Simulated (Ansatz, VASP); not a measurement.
## Two plane-wave programs on N

```
N
1.0
     6.11008    0.00000    0.00000
     0.00000    6.11008    0.00000
     0.00000    0.00000    6.11008
N
8
Direct
  0.05208 0.05208 0.05208
  0.44792 0.94792 0.55208
  0.55208 0.44792 0.94792
  0.94792 0.55208 0.44792
  0.94797 0.94797 0.94797
  0.55203 0.05203 0.44797
  0.44797 0.55203 0.05203
  0.05203 0.44797 0.55203
```

Alike in both runs: functional PBE; k mesh 4 × 4 × 4; occupations gaussian, width 0.02 eV; no spin polarisation.

Ansatz relaxed the structure, and its values are those at the end. VASP's run is a single point on that final structure, the one shown.

|  | VASP | Ansatz |
| --- | --- | --- |
| version | VASP 6.6.1 | Ansatz 0.2.0 |
| potentials or method | VASP PAW PBE potentials, release 64 (N), cutoff 520 eV | scalar-relativistic, plane waves, PAW |
| valence electrons in the cell | 40 | 40 |

|  | VASP | Ansatz | Ansatz less VASP |
| --- | --- | --- | --- |
| gap on the k mesh at the Fermi level (eV) | 7.63 | 7.67 | +0.043 |
| least direct gap on the mesh (eV) | 7.64 | 7.68 | +0.043 |
| pressure (GPa) | 1.6 | 0.0 | -1.61 |
| rms of the force components (eV/Å) | 1.009 | 0.003 | -1.0064 |

One of these differences is far larger than is usual between the two programs; its cause wasn't traced. The functional is the same, so the differences come from potentials, cutoffs and numerics.

Noted on VASP's run: the standard files for N, O and F lose accuracy on very short bonds.
